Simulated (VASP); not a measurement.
# GaAs: single point with PBE

Crystal: GaAs.

```
CELL_PARAMETERS angstrom
0.00000 2.83309 2.83309
2.83309 0.00000 2.83309
2.83309 2.83309 0.00000
ATOMIC_POSITIONS crystal
Ga 0.00000 0.00000 0.00000
As 0.25000 0.25000 0.25000
```

```json
{
 "Program": "VASP 6.6.1",
 "Task": "single point",
 "Functional": "PBE",
 "Potentials or basis": "VASP PAW PBE potentials, release 64 (Ga_d, As)",
 "Cutoff": "520 eV",
 "k mesh": "6 × 6 × 6",
 "Occupations": "gaussian, width 0.01 eV",
 "Spin": "no spin polarisation"
}
```

The pressure is 2.9 GPa and the band gap on the k mesh is 0.47 eV, direct.

Levels at points of the mesh, in eV from the valence-band top:
| k point | band 6 | band 7 | band 8 | band 9 | band 10 | band 11 | band 12 | band 13 |
| --- | --- | --- | --- | --- | --- | --- | --- | --- |
| (0.00, 0.00, 0.00) | -12.68 | 0.00 | 0.00 | 0.00 | 0.47 | 3.72 | 3.72 | 3.72 |
| (0.50, 0.00, 0.00) | -10.93 | -6.61 | -1.13 | -1.13 | 0.98 | 4.63 | 4.63 | 7.74 |
| (0.50, 0.50, 0.00) | -10.20 | -6.79 | -2.66 | -2.66 | 1.47 | 1.65 | 10.11 | 10.11 |

Run time: 12 s on 1 thread of Intel(R) Xeon(R) Platinum 8259CL CPU @ 2.50GHz (Skylake/Cascade Lake) (shared host), peak memory 0.16 GiB.

A hybrid or GW would open this gap; PBE tends to underestimate it.
